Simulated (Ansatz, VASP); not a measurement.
## Two plane-wave programs on PbS

The input INCAR:

```
PREC = Accurate
ENCUT = 520
EDIFF = 1E-6
ISMEAR = 0
SIGMA = 0.01
LREAL = F
LASPH = T
NELM = 60
ALGO = Normal
ISIF = 2
LWAVE = F
LCHARG = F
GGA = PS
NBANDS = 28
```

File KPOINTS:

```
Automatic mesh
0
Gamma
  6 6 6
```

File POSCAR:

```
PbS
1.0
    2.0612974009     -5.9375603612      0.0000000000
    2.0612974009      5.9375603612      0.0000000000
    0.0000000000      0.0000000000      4.2409393125
Pb S
2 2
Direct
    0.8694366500      0.1305633500      0.7500000000
    0.1305633500      0.8694366500      0.2500000000
    0.6452029100      0.3547970900      0.7500000000
    0.3547970900      0.6452029100      0.2500000000
```

Input for Ansatz:

```yaml
crystal:
  lattice:
    - [2.061297400860235, -5.937560361192681, 0.0]
    - [2.061297400860235, 5.937560361192681, 0.0]
    - [0.0, 0.0, 4.240939312455601]
  atoms:
    - { symbol: Pb, position: [0.86943665, 0.13056335, 0.75] }
    - { symbol: Pb, position: [0.13056335, 0.86943665, 0.25] }
    - { symbol: S, position: [0.64520291, 0.35479709, 0.75] }
    - { symbol: S, position: [0.35479709, 0.64520291, 0.25] }
basis:
  ecutwfc: 500.0
kpoints:
  mp_grid:
    grid: [6, 6, 6]
hamiltonian:
  xc: pbesol
scf:
  occupations:
    method: fixed
output:
  stress: true
```

Alike in both runs: task single point; functional PBEsol; k mesh 6 × 6 × 6; no spin polarisation.

|  | VASP | Ansatz |
| --- | --- | --- |
| version | VASP 6.6.1 | Ansatz 0.2.0 |
| potentials or method | VASP PAW PBE potentials, release 64 (Pb_d, S), cutoff 520 eV | plane waves, PAW |
| occupations | gaussian, width 0.01 eV | fixed |
| valence electrons in the cell | 40 | 40 |

VASP gave:

| Property | Result |
| --- | --- |
| pressure (GPa) | -0.5 |
| traceless stress, the component that is largest in VASP (GPa) | 0.36 |

Task: Estimate Ansatz's values.

Result: Pressure (GPa): -0.4; traceless stress, the component that is largest in VASP (GPa): 0.38.

VASP's potentials were made for PBE, not for PBEsol.

Spin-orbit coupling is off throughout.
